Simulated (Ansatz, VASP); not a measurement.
Two plane-wave programs on Na2S

```
Na S
1.0
     0.00000    3.19200    3.19200
     3.19200    0.00000    3.19200
     3.19200    3.19200    0.00000
Na S
2 1
Direct
  0.25000 0.25000 0.25000
  0.75000 0.75000 0.75000
  0.00000 0.00000 0.00000
```

Alike in both runs: functional LDA; k mesh 8 × 8 × 8; occupations gaussian, width 0.02 eV; no spin polarisation.

Ansatz relaxed the structure, and its values are those at the end. VASP's run is a single point on that final structure, the one shown.

```csv
,VASP,Ansatz
version,VASP 6.6.1,Ansatz 0.2.0
potentials or method,"VASP PAW LDA potentials, release 64 (Na_pv, S), cutoff 500 eV","scalar-relativistic, plane waves, PAW"
valence electrons in the cell,20,24
```

Ansatz gave:

* gap on the k mesh at the Fermi level (eV): 2.48
* least direct gap on the mesh (eV): 2.48
* pressure (GPa): 0.0

Task: Estimate VASP's values.

Result: gap on the k mesh at the Fermi level (eV): 2.49; least direct gap on the mesh (eV): 2.49; pressure (GPa): 0.0.

LDA's correlation is that of Perdew and Zunger in VASP and of Perdew and Wang (1992) in Ansatz. VASP's potentials hold 20 valence electrons a cell and Ansatz's 24, so a difference there can come from the potentials and not from the codes.
